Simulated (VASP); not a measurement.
Si2Sb: relaxation of cell and atoms with PBE

The system is Si2Sb.

```xyz
6
Lattice="3.2436 -3.3463 0.0000 3.2436 3.3463 0.0000 0.0000 0.0000 6.7843" Properties=species:S:1:pos:R:3 pbc="T T T"
Si    3.2436   -2.2309    1.6961
Si    3.2436    2.2309    1.6961
Si    3.2436   -2.2309    5.0882
Si    3.2436    2.2309    5.0882
Sb    1.6218    1.6732    0.0000
Sb    1.6218   -1.6732    3.3922
```

* Program: VASP 6.6.1
* Task: relaxation of cell and atoms
* Functional: PBE
* Potentials or basis: VASP PAW PBE potentials, release 64 (Si, Sb)
* Cutoff: 600 eV
* k mesh: 4 × 4 × 4
* Occupations: gaussian, width 0.1 eV
* Spin: no spin polarisation
* Dipole correction: no
* Further INCAR settings: ALGO = Normal; EDIFF = 1e-06; IBRION = 2; EDIFFG = -0.04; NSW = 90; ISIF = 3

```yaml
Relaxed_volume: 21.34 Å³/atom
Relaxed_cell: a = 3.470 Å, b = 3.470 Å, c = 10.637 Å, α = 90.00°, β = 90.00°, γ = 90.46°
Space_group_after_relaxing_to_0.05_Å: Fmmm (No. 69)
Energy_gained_by_relaxing: 923.9 meV/atom
Ionic_steps: 29
Pressure_after_relaxing: 0.0 GPa
Largest_force_after_relaxing: 0.026 eV/Å
Band_gap_on_the_k_mesh: zero (band 13 reaches 8.90 eV, above the bottom of band 14 at 5.34 eV)
```

Forces in eV/Å, atoms in the order of the input:
```
Si   0.000 -0.026  0.000
Si   0.000  0.026  0.000
Si   0.000 -0.026  0.000
Si   0.000  0.026  0.000
Sb   0.000  0.000  0.000
Sb   0.000  0.000  0.000
```

Stress tensor (GPa, compression positive):
```
 0.03  0.00  0.00
 0.00  0.15  0.00
 0.00  0.00 -0.04
```

The path:
| step | energy change (eV) | largest force (eV/Å) | pressure (GPa) | volume (Å³) |
| --- | --- | --- | --- | --- |
| 1 | 0.0000 | 0.0371 | 17.37 | 147.28 |
| 2 | -1.8264 | 0.4518 | -3.23 | 211.14 |
| 3 | -2.0362 | 0.2267 | 0.03 | 189.82 |
| 4 | -2.0382 | 0.2497 | -0.39 | 191.93 |
| 5 | -2.0380 | 0.2392 | -0.20 | 190.96 |
| 6 | -2.0664 | 0.2113 | 0.11 | 189.75 |
| 7 | -2.0664 | 0.2339 | 0.12 | 189.69 |
| 8 | -2.0875 | 0.2994 | -0.13 | 189.85 |
| 9 | -2.1474 | 0.5186 | -0.92 | 190.13 |
| 10 | -2.2013 | 1.0623 | -2.29 | 189.76 |
| 11 | -2.2032 | 1.0664 | -2.31 | 189.74 |
| 12 | -2.2088 | 1.0785 | -2.39 | 189.66 |
| 13 | -2.2191 | 1.1010 | -2.56 | 189.48 |
| 14 | -2.2359 | 1.1405 | -2.87 | 189.10 |
| 15 | -2.2502 | 1.2144 | -3.45 | 188.20 |
| 16 | -2.2869 | 1.1679 | -3.56 | 187.42 |
| 17 | -2.3941 | 1.0332 | -3.88 | 185.07 |
| 18 | -2.5951 | 0.8022 | -4.45 | 180.30 |
| 19 | -2.9726 | 0.5051 | -5.29 | 170.52 |
| 20 | -4.0480 | 0.6827 | -5.36 | 150.19 |
| 21 | -1.8866 | 6.7116 | 28.62 | 108.22 |
| 22 | -4.1910 | 1.2241 | -4.28 | 145.51 |
| 23 | -5.4499 | 0.2966 | 0.68 | 126.89 |
| 24 | -5.4297 | 0.1140 | 2.49 | 123.87 |
| 25 | -5.4556 | 0.1429 | 1.39 | 125.61 |
| 26 | -5.5363 | 0.0098 | 0.50 | 127.14 |
| 27 | -5.5425 | 0.0485 | 0.25 | 127.73 |
| 28 | -5.5426 | 0.0462 | 0.27 | 127.69 |
| 29 | -5.5435 | 0.0257 | 0.04 | 128.07 |

Final structure:
```yaml
crystal:
  lattice:
    - [2.44361, -2.46340, 0.00000]
    - [2.44361, 2.46340, 0.00000]
    - [0.00000, 0.00000, 10.63737]
  atoms:
    - { symbol: Si, position: [0.74961, 0.25039, 0.25000] }
    - { symbol: Si, position: [0.25039, 0.74961, 0.25000] }
    - { symbol: Si, position: [0.74961, 0.25039, 0.75000] }
    - { symbol: Si, position: [0.25039, 0.74961, 0.75000] }
    - { symbol: Sb, position: [0.00000, 0.50000, 0.00000] }
    - { symbol: Sb, position: [0.50000, 0.00000, 0.50000] }
```

Levels at points of the mesh, in eV from the Fermi level:
| k point | band 9 | band 10 | band 11 | band 12 | band 13 | band 14 | band 15 | band 16 | band 17 |
| --- | --- | --- | --- | --- | --- | --- | --- | --- | --- |
| (0.00, 0.00, 0.00) | -1.50 | -1.02 | -0.96 | -0.63 | -0.11 | 0.89 | 1.12 | 2.27 | 2.38 |
| (0.50, 0.00, 0.00) | -3.05 | -3.04 | 1.00 | 1.03 | 1.05 | 1.08 | 1.75 | 1.75 | 2.87 |
| (0.50, 0.50, 0.00) | -5.20 | -4.87 | -3.51 | -2.77 | -1.59 | -1.34 | -1.29 | 0.03 | 0.12 |
| (0.00, 0.00, 0.50) | -1.52 | -1.52 | -0.71 | -0.71 | 1.43 | 1.43 | 2.09 | 2.09 | 3.06 |
| (0.50, 0.00, 0.50) | -1.32 | -1.31 | -0.17 | -0.16 | 1.03 | 1.04 | 1.05 | 1.06 | 3.65 |
| (0.50, 0.50, 0.50) | -4.93 | -4.93 | -2.70 | -2.70 | -2.13 | -2.13 | -1.15 | -1.15 | 2.00 |

Wall time 18 min on 1 thread of Oxide Virtual Turin-like Processor (shared host), peak memory 0.3 GiB.

Caveat: spin-orbit coupling is left out, which moves the levels of the heavy elements.
